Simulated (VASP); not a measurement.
Set up this calculation in VASP 6.6.1, as the native input.

* Task: single point
* Functional: PBEsol
* Potentials or basis: VASP PAW PBE potentials, release 64 (Zr_sv, B)
* Cutoff: 520 eV
* k mesh: 18 × 18 × 18
* Occupations: gaussian, width 0.15 eV
* Spin: no spin polarisation
* Dipole correction: no
* Further INCAR settings: ALGO = Normal; EDIFF = 1e-07; NBANDS = 14

The structure of ZrB lies in POSCAR:

```
ZrB
1.0
    0.0610312500      2.3250000000      2.3250000000
    2.3860312500      0.0000000000      2.3860312500
    2.3250000000      2.3250000000      0.0610312500
Zr B
1 1
Direct
    0.0000000000      0.0000000000      0.0000000000
    0.5000000000      0.5000000000      0.5000000000
```

This cell differs from its parent crystal: strain +0.0525 x Voigt [0, 0, 0, 0, 1, 0].

These files were run (other wordings do the same):

INCAR

```
PREC = Accurate ; ENCUT = 520
EDIFF = 1E-7 ; ISMEAR = 0
SIGMA = 0.15 ; LREAL = F
LASPH = T ; NELM = 60
ALGO = Normal ; ISIF = 2
LWAVE = F ; LCHARG = F
GGA = PS ; NBANDS = 14
```

KPOINTS

```
Automatic mesh
0
Gamma
  18 18 18
```

Potentials or basis: VASP PAW PBE potentials, release 64 (Zr_sv, B).

Run with:

```sh
$ cat potpaw_PBE.64/Zr_sv/POTCAR potpaw_PBE.64/B/POTCAR > POTCAR
$ mpirun -np 1 vasp_std > vasp.out
```

Results of the run:

```json
{
 "Pressure": "29.8 GPa",
 "Band gap on the k mesh": "zero (an odd number of electrons rules out a gap without spin polarisation)"
}
```

Caveat: the cell differs from its parent crystal (strain +0.0525 x Voigt [0, 0, 0, 0, 1, 0]); the cell stands under pressure; the PAW data sets were made with another functional, which shifts forces and pressure a little.

Wall time 4.4 min on 1 thread of Intel(R) Xeon(R) Platinum 8375C CPU @ 2.90GHz (Ice Lake) (shared host), peak memory 0.41 GiB.
